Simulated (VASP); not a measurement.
Wanted: the native input for a VASP 6.6.1 run.

| Property | Result |
| --- | --- |
| Task | single point |
| Functional | r2SCAN |
| Potentials or basis | VASP PAW PBE potentials, release 64 (Cu, I) |
| Cutoff | 520 eV |
| k mesh | 8 × 8 × 8 |
| Occupations | gaussian, width 0.01 eV |
| Spin | no spin polarisation |
| Dipole correction | no |
| Further INCAR settings | ALGO = Normal; EDIFF = 1e-07; NBANDS = 16 |

Crystal: CuI.

```
Cu I
1.0
     0.00000    3.01203    3.01203
     3.07227    0.00000    3.01203
     3.07227    3.01203    0.00000
Cu I
1 1
Direct
  0.00000 0.00000 0.00000
  0.25000 0.25000 0.25000
```

This cell differs from its parent crystal: uniaxial x strain +2.0%.

One way to write it, as run:

POSCAR

```
CuI
1.0
    0.0000000000      3.0120291147      3.0120291147
    3.0722696970      0.0000000000      3.0120291147
    3.0722696970      3.0120291147      0.0000000000
Cu I
1 1
Direct
    0.0000000000      0.0000000000      0.0000000000
    0.2500000000      0.2500000000      0.2500000000
```

INCAR.step1

```
ALGO = Normal
EDIFF = 1E-4
ENCUT = 520
GGA = PE
ISMEAR = 0
LASPH = T
LCHARG = F
LREAL = F
LWAVE = T
NBANDS = 16
NELM = 100
PREC = Accurate
SIGMA = 0.01
```

INCAR.step2

```
ALGO = Normal
EDIFF = 1E-7
ENCUT = 520
ISIF = 2
ISMEAR = 0
ISTART = 1
LASPH = T
LCHARG = F
LMIXTAU = T
LREAL = F
LWAVE = F
METAGGA = R2SCAN
NBANDS = 16
NELM = 100
PREC = Accurate
SIGMA = 0.01
```

KPOINTS

```
k-points
0
Gamma
  8 8 8
```

Potentials or basis: VASP PAW PBE potentials, release 64 (Cu, I).

The run is started by

```sh
$ cat potpaw_PBE.64/Cu/POTCAR potpaw_PBE.64/I/POTCAR > POTCAR
$ cp INCAR.step1 INCAR
$ mpirun -np 1 vasp_std > vasp.out
$ cp INCAR.step2 INCAR
$ mpirun -np 1 vasp_std > vasp.out
```

Results of the run:

```
Pressure               : -0.9 GPa
Band gap on the k mesh : 1.60 eV
```

Caveat: the cell differs from its parent crystal (uniaxial x strain +2.0%); the PAW data sets were made with another functional, which shifts forces and pressure a little; spin-orbit coupling is left out, which moves the levels of the heavy elements.

Wall time 2.3 min on 1 thread of Intel(R) Xeon(R) Platinum 8259CL CPU @ 2.50GHz (Skylake/Cascade Lake) (shared host), peak memory 0.22 GiB.
